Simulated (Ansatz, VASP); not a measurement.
**CdSe in VASP and in Ansatz**

```
Cd Se
1.0
     0.00000    2.87396    2.87396
     2.87396    0.00000    2.87396
     2.87396    2.87396    0.00000
Cd Se
1 1
Direct
  0.00000 0.00000 0.00000
  0.50000 0.50000 0.50000
```

Alike in both runs: task single point; functional PBEsol; k mesh 3 × 3 × 3; no spin polarisation.

|  | VASP | Ansatz |
| --- | --- | --- |
| version | VASP 6.6.1 | Ansatz 0.2.0 |
| potentials or method | VASP PAW PBE potentials, release 64 (Cd, Se) | plane waves, PAW |
| plane-wave cutoff (eV) | 500 | 420 |
| occupations | gaussian, width 0.01 eV | fixed |
| valence electrons in the cell | 18 | 36 |

```csv
,VASP,Ansatz,Ansatz less VASP
gap on the k mesh at the Fermi level (eV),0.07,0.08,+0.006
```

VASP's potentials were made for PBE, not for PBEsol. VASP's potentials hold 18 valence electrons a cell and Ansatz's 36, so a difference there can come from the potentials and not from the codes. Ansatz's warnings: metallic iterate.

The k mesh is coarse, so the values compare programs but aren't converged.
